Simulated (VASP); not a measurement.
# CO2 (Pa-3) in VASP: single point with PBE

Aim: the single point of CO2 with PBE.

All numbers are computed with VASP 6.6.1; they aren't measurements. Logs are shortened: lines on timing, memory, paths and dates and some standing lists are left out, and cuts for length are marked.

**1. The cell of the first run**

Symmetry: Pa-3, No. 205, cubic system. Conventional cell: a = 5.497 Å, b = 5.497 Å, c = 5.497 Å, α = 90.00°, β = 90.00°, γ = 90.00°. C (site symmetry -3) has 2 O at 1.17 Å within 1.6 Å. Within 1.6 Å of O (site symmetry 3) lie 1 C at 1.17 Å.

**2. Single point, PBE**

Input file INCAR:

```
ALGO = Normal
EDIFF = 1E-6
ENCUT = 600
GGA = PE
GGA_COMPAT = False
ISIF = 2
ISMEAR = 0
LASPH = True
LCHARG = True
LELF = True
LREAL = False
LVHAR = True
LWAVE = False
NBANDS = 44
NELM = 120
PREC = Accurate
SIGMA = 0.1
```

Input file KPOINTS:

```
k-points
0
Gamma
  4 4 4
```

Input file POSCAR:

```
CO2
1.0
    5.4970730000      0.0000000000      0.0000000000
    0.0000000000      5.4970730000      0.0000000000
    0.0000000000      0.0000000000      5.4970730000
C O
4 8
Direct
    0.0000000000      0.0000000000      0.0000000000
    0.5000000000      0.0000000000      0.5000000000
    0.5000000000      0.5000000000      0.0000000000
    0.0000000000      0.5000000000      0.5000000000
    0.1225370000      0.1225370000      0.1225370000
    0.3774630000      0.8774630000      0.6225370000
    0.6225370000      0.3774630000      0.8774630000
    0.8774630000      0.6225370000      0.3774630000
    0.8774630000      0.8774630000      0.8774630000
    0.6225370000      0.1225370000      0.3774630000
    0.3774630000      0.6225370000      0.1225370000
    0.1225370000      0.3774630000      0.6225370000
```

Potentials or basis: VASP PAW PBE potentials, release 64 (C, O).

Launch:

```
> cat potpaw_PBE.64/C/POTCAR potpaw_PBE.64/O/POTCAR > POTCAR
> mpirun -np 1 vasp_std > vasp.out
```

OUTCAR:

```text
EDIFF = 1E-6
   ENCUT = 600
   GGA = PE
   ISIF = 2
   ISMEAR = 0
   LASPH = True
   LREAL = False
   NELM = 120
   PREC = Accurate

 ion  position               nearest neighbor table
   1  0.000  0.000  0.000-   5 1.17   9 1.17
   2  0.500  0.000  0.500-   6 1.17  10 1.17
   3  0.500  0.500  0.000-   7 1.17  11 1.17
   4  0.000  0.500  0.500-   8 1.17  12 1.17
   5  0.123  0.123  0.123-   1 1.17
   6  0.377  0.877  0.623-   2 1.17
   7  0.623  0.377  0.877-   3 1.17
   8  0.877  0.623  0.377-   4 1.17
   9  0.877  0.877  0.877-   1 1.17
  10  0.623  0.123  0.377-   2 1.17
  11  0.377  0.623  0.123-   3 1.17
  12  0.123  0.377  0.623-   4 1.17

  LATTYP: Found a simple cubic cell.
 ALAT       =     5.4970730000

  Lattice vectors:

 A1 = (   5.4970730000,   0.0000000000,   0.0000000000)
 A2 = (   0.0000000000,   5.4970730000,   0.0000000000)
 A3 = (   0.0000000000,   0.0000000000,   5.4970730000)

Analysis of symmetry for initial positions (statically):
=====================================================================
 Subroutine PRICEL returns:
 Original cell was already a primitive cell.

 Routine SETGRP: Setting up the symmetry group for a
 simple cubic supercell.

 Subroutine GETGRP returns: Found 24 space group operations
 (whereof  6 operations were pure point group operations)
 out of a pool of 48 trial point group operations.

The static configuration has the point symmetry S_6 .
 The point group associated with its full space group is T_h .

Analysis of symmetry for dynamics (positions and initial velocities):
=====================================================================
 Subroutine PRICEL returns:
 Original cell was already a primitive cell.

 Routine SETGRP: Setting up the symmetry group for a
 simple cubic supercell.

 Subroutine GETGRP returns: Found 24 space group operations
 (whereof  6 operations were pure point group operations)
 out of a pool of 48 trial point group operations.

The dynamic configuration has the point symmetry S_6 .
 The point group associated with its full space group is T_h .

 Subroutine INISYM returns: Found 24 space group operations
 (whereof  6 operations are pure point group operations),
 and found     1 'primitive' translations

----------------------------------------------------------------------------------------

                                     Primitive cell

  volume of cell :     166.1095

  direct lattice vectors                    reciprocal lattice vectors
     5.497073000  0.000000000  0.000000000     0.181914994  0.000000000  0.000000000
     0.000000000  5.497073000  0.000000000     0.000000000  0.181914994  0.000000000
     0.000000000  0.000000000  5.497073000     0.000000000  0.000000000  0.181914994

  length of vectors
     5.497073000  5.497073000  5.497073000     0.181914994  0.181914994  0.181914994

  position of ions in fractional coordinates (direct lattice)
     0.000000000  0.000000000  0.000000000
     0.500000000  0.000000000  0.500000000
     0.500000000  0.500000000  0.000000000
     0.000000000  0.500000000  0.500000000
     0.122537000  0.122537000  0.122537000
     0.377463000  0.877463000  0.622537000
     0.622537000  0.377463000  0.877463000
     0.877463000  0.622537000  0.377463000
     0.877463000  0.877463000  0.877463000
     0.622537000  0.122537000  0.377463000
     0.377463000  0.622537000  0.122537000
     0.122537000  0.377463000  0.622537000

  ion indices of the primitive-cell ions
   primitive index   ion index
                 1           1
                 2           2
                 3           3
                 4           4
                 5           5
                 6           6
                 7           7
                 8           8
                 9           9
                10          10
                11          11
                12          12

----------------------------------------------------------------------------------------

 KPOINTS: k-points

Automatic generation of k-mesh.
 Grid dimensions read from file:
 generate k-points for:    4    4    4

 Generating k-lattice:

  Cartesian coordinates                     Fractional coordinates (reciprocal lattice)
     0.045478748  0.000000000  0.000000000     0.250000000  0.000000000  0.000000000
     0.000000000  0.045478748  0.000000000     0.000000000  0.250000000  0.000000000
     0.000000000  0.000000000  0.045478748     0.000000000  0.000000000  0.250000000

  Length of vectors
     0.045478748  0.045478748  0.045478748

  Shift w.r.t. Gamma in fractional coordinates (k-lattice)
     0.000000000  0.000000000  0.000000000

 Subroutine IBZKPT returns following result:
 ===========================================

 Found     11 irreducible k-points:

 Following reciprocal coordinates:
            Coordinates               Weight
  0.000000  0.000000  0.000000      1.000000
  0.250000  0.000000  0.000000      6.000000
  0.500000  0.000000  0.000000      3.000000
  0.250000  0.250000  0.000000     12.000000
  0.500000  0.250000  0.000000      6.000000
 -0.250000  0.500000  0.000000      6.000000
  0.500000  0.500000  0.000000      3.000000
  0.250000  0.250000  0.250000      8.000000
  0.500000  0.250000  0.250000     12.000000
  0.500000  0.500000  0.250000      6.000000
  0.500000  0.500000  0.500000      1.000000
   k-points           NKPTS =     11   k-points in BZ     NKDIM =     11   number of bands    NBANDS=     44
   number of dos      NEDOS =    301   number of ions     NIONS =     12
   total plane-waves  NPLWV = 110592
   dimension x,y,z NGX =    48 NGY =   48 NGZ =   48
   dimension x,y,z NGXF=    96 NGYF=   96 NGZF=   96
   ions per type =               4   8
   NGX,Y,Z   is equivalent  to a cutoff of  14.52, 14.52, 14.52 a.u.
   NGXF,Y,Z  is equivalent  to a cutoff of  29.03, 29.03, 29.03 a.u.
 SYSTEM =  unknown system
   PREC   = accura    normal or accurate (medium, high low for compatibility)
   ISTART =      0    job   : 0-new  1-cont  2-samecut
   ICHARG =      2    charge: 1-file 2-atom 10-const
   ISPIN  =      1    spin polarized calculation?
   LNONCOLLINEAR =      F non collinear calculations
   LSORBIT =      F    spin-orbit coupling
   LASPH  =      T    aspherical Exc in radial PAW
   ENCUT  =  600.0 eV  44.10 Ry    6.64 a.u.  10.98 10.98 10.98*2*pi/ulx,y,z
   NELM   =    120;   NELMIN=  2; NELMDL= -5     # of ELM steps
   EDIFF  = 0.1E-05   stopping-criterion for ELM
   LREAL  =      F    real-space projection
   EDIFFG = 0.1E-04   stopping-criterion for IOM
   NSW    =      0    number of steps for IOM
   IBRION =     -1    ionic relax: 0-MD 1-quasi-New 2-CG
   NFREE  =      0    steps in history (QN), initial steepest desc. (CG)
   ISIF   =      2    stress and relaxation
   ISYM   =      2    0-nonsym 1-usesym 2-fastsym
   POTIM  = 0.5000    time-step for ionic-motion
   TEBEG  =    0.0;   TEEND  =   0.0 temperature during run
   PSTRESS=    0.0 pullay stress
   NELECT =      64.0000    total number of electrons
   NUPDOWN=      -1.0000    fix difference up-down
   EMIN   =  10.00;   EMAX   =-10.00  energy-range for DOS
   EFERMI =   0.00;   METHOD = LEGACY
   ISMEAR =     0;   SIGMA  =   0.10  broadening in eV -4-tet -1-fermi 0-gaus
   EFERMI_NEDOS =   21; number of points for ismear=-14 and -15
   IALGO  =     38    algorithm
   IMIX   =      4    mixing-type and parameters
     AMIX     =   0.40;   BMIX     =  1.00
     AMIX_MAG =   1.60;   BMIX_MAG =  1.00
  volume/ion in A,a.u.               =      13.84        93.41
  Fermi-wavevector in a.u.,A,eV,Ry     =   1.191251  2.251138 19.307745  1.419079
  Thomas-Fermi vector in A             =   2.327317
   LORBIT       =      0    0 simple, 1 ext, 2 COOP (PROOUT), +10 PAW based schemes
   GGA     = PE    functional components
   LHFCALC =     F    Hartree Fock is set to
   AEXX    =    0.0000 exact exchange contribution
   IVDW    =     0    specifies the selected vdW correction
   LEPSILON=     F    determine dielectric tensor
   LRPA    =     F    only Hartree local field effects (RPA)
 non-spin polarized calculation
 Gauss-broadening in eV      SIGMA  =   0.10
  energy-cutoff  :      600.00
  volume of cell :      166.11
 maximum number of plane-waves:      5558
 NGX is ok and might be reduce to    48
   NGX = 21   NGY = 21   NGZ = 21

 number of electron      64.0000003 magnetization

 Free energy of the ion-electron system (eV)
  ---------------------------------------------------
  ext. energy  EPLUGINS =         0.00000000
  ---------------------------------------------------
  free energy    TOTEN  =       -92.03636386 eV

  energy without entropy =      -92.03636386  energy(sigma->0) =      -92.03636386

 E-fermi :  -2.8034     XC(G=0):  -8.1551

 val. band max:       -3.2664397625   @ k =   0.0000   0.0000   0.0000
 cond. band min:       3.5845761598   @ k =   0.0000   0.0000   0.0000
 fundamental gap:      6.8510159224
 Fermi energy:        -2.8034468391

 k-point     1 :       0.0000    0.0000    0.0000
  band No.  band energies     occupation
      1     -23.9668      2.00000
      2     -23.7068      2.00000
      3     -23.7068      2.00000
      4     -23.7068      2.00000
      5     -22.7939      2.00000
      6     -22.7939      2.00000
[... 36 lines left out ...]
     43       7.7585      0.00000
     44       7.7585      0.00000

 k-point     2 :       0.2500    0.0000    0.0000
  band No.  band energies     occupation
      1     -23.9313      2.00000
      2     -23.7481      2.00000
      3     -23.7065      2.00000
      4     -23.7065      2.00000
      5     -22.7916      2.00000
      6     -22.7912      2.00000
[... 36 lines left out ...]
     43       8.0362      0.00000
     44       8.0422      0.00000

 k-point     3 :       0.5000    0.0000    0.0000
  band No.  band energies     occupation
      1     -23.8426      2.00000
      2     -23.8426      2.00000
      3     -23.7062      2.00000
      4     -23.7062      2.00000
      5     -22.7890      2.00000
      6     -22.7890      2.00000
[... 36 lines left out ...]
     43       8.3817      0.00000
     44       8.3817      0.00000

 k-point     4 :       0.2500    0.2500    0.0000
  band No.  band energies     occupation
      1     -23.9001      2.00000
      2     -23.7414      2.00000
      3     -23.7414      2.00000
      4     -23.7121      2.00000
      5     -22.7895      2.00000
      6     -22.7836      2.00000
[... 271 lines left out ...]
     43       7.4039      0.00000
     44       7.4039      0.00000

 k-point    10 :       0.5000    0.5000    0.2500
  band No.  band energies     occupation
      1     -23.7728      2.00000
      2     -23.7728      2.00000
      3     -23.7728      2.00000
      4     -23.7728      2.00000
      5     -22.7771      2.00000
      6     -22.7771      2.00000
[... 36 lines left out ...]
     43       6.5673      0.00000
     44       6.5673      0.00000

 k-point    11 :       0.5000    0.5000    0.5000
  band No.  band energies     occupation
      1     -23.7711      2.00000
      2     -23.7711      2.00000
      3     -23.7711      2.00000
      4     -23.7711      2.00000
      5     -22.7790      2.00000
      6     -22.7790      2.00000
[... 36 lines left out ...]
     43       6.5406      0.00000
     44       6.5406      0.00000

------------------------ aborting loop because EDIFF is reached ----------------------------------------

  FORCE on cell =-STRESS in cart. coord.  units (eV):
  Direction    XX          YY          ZZ          XY          YZ          ZX
  --------------------------------------------------------------------------------------
  -------------------------------------------------------------------------------------
  Total        4.0343601      4.0343601      4.0343601     -0.0000000     -0.0000000      0.0000000
  in kB       38.9126428     38.9126428     38.9126428     -0.0000000     -0.0000000      0.0000000
  external PRESSURE =      38.9126428 kB  Pullay stress =       0.0000000 kB

 VOLUME and BASIS-vectors are now :
 -----------------------------------------------------------------------------
  energy-cutoff  :      600.00
  volume of cell :      166.11
      direct lattice vectors                 reciprocal lattice vectors
     5.497073000  0.000000000  0.000000000     0.181914994  0.000000000  0.000000000
     0.000000000  5.497073000  0.000000000     0.000000000  0.181914994  0.000000000
     0.000000000  0.000000000  5.497073000     0.000000000  0.000000000  0.181914994

 POSITION                                       TOTAL-FORCE (eV/Angst)
 -----------------------------------------------------------------------------------
      0.00000      0.00000      0.00000         0.000000      0.000000      0.000000
      2.74854      0.00000      2.74854         0.000000      0.000000      0.000000
      2.74854      2.74854      0.00000         0.000000      0.000000      0.000000
      0.00000      2.74854      2.74854         0.000000      0.000000      0.000000
      0.67359      0.67359      0.67359         0.418361      0.418361      0.418361
      2.07494      4.82348      3.42213        -0.418361     -0.418361      0.418361
      3.42213      2.07494      4.82348         0.418361     -0.418361     -0.418361
      4.82348      3.42213      2.07494        -0.418361      0.418361     -0.418361
      4.82348      4.82348      4.82348        -0.418361     -0.418361     -0.418361
      3.42213      0.67359      2.07494         0.418361      0.418361     -0.418361
      2.07494      3.42213      0.67359        -0.418361      0.418361      0.418361
      0.67359      2.07494      3.42213         0.418361     -0.418361      0.418361
 -----------------------------------------------------------------------------------
    total drift:                               -0.000000     -0.000000      0.000000

  FREE ENERGIE OF THE ION-ELECTRON SYSTEM (eV)
  ---------------------------------------------------
  free  energy   TOTEN  =       -92.0363638556 eV

  energy  without entropy=      -92.0363638556  energy(sigma->0) =      -92.03636386
```

Wall time 3 min (1 thread of Intel Xeon 8259CL, shared host); peak memory 0.34 GiB.

Results:

```
Free energy            : -92.0364 eV
Pressure               : 3.9 GPa
Largest force          : 0.725 eV/Å
Band gap on the k mesh : 6.85 eV, direct
```

Forces in eV/Å, atoms in the order of the input:
```
C    0.000  0.000  0.000
C    0.000  0.000  0.000
C    0.000  0.000  0.000
C    0.000  0.000  0.000
O    0.418  0.418  0.418
O   -0.418 -0.418  0.418
O    0.418 -0.418 -0.418
O   -0.418  0.418 -0.418
O   -0.418 -0.418 -0.418
O    0.418  0.418 -0.418
O   -0.418  0.418  0.418
O    0.418 -0.418  0.418
```

Levels at points of the mesh, in eV from the valence-band top:
| k point | band 30 | band 31 | band 32 | band 33 | band 34 | band 35 |
| --- | --- | --- | --- | --- | --- | --- |
| (0.00, 0.00, 0.00) | -0.22 | 0.00 | 0.00 | 6.85 | 7.96 | 7.96 |
| (0.50, 0.00, 0.00) | -0.34 | -0.08 | -0.08 | 7.90 | 7.90 | 8.15 |
| (0.50, 0.50, 0.00) | -0.31 | -0.31 | -0.31 | 7.90 | 7.90 | 7.90 |
| (0.50, 0.50, 0.50) | -0.36 | -0.36 | -0.36 | 7.89 | 7.89 | 7.89 |

A k mesh can miss the band edges. A hybrid or GW would open this gap; PBE tends to underestimate it.
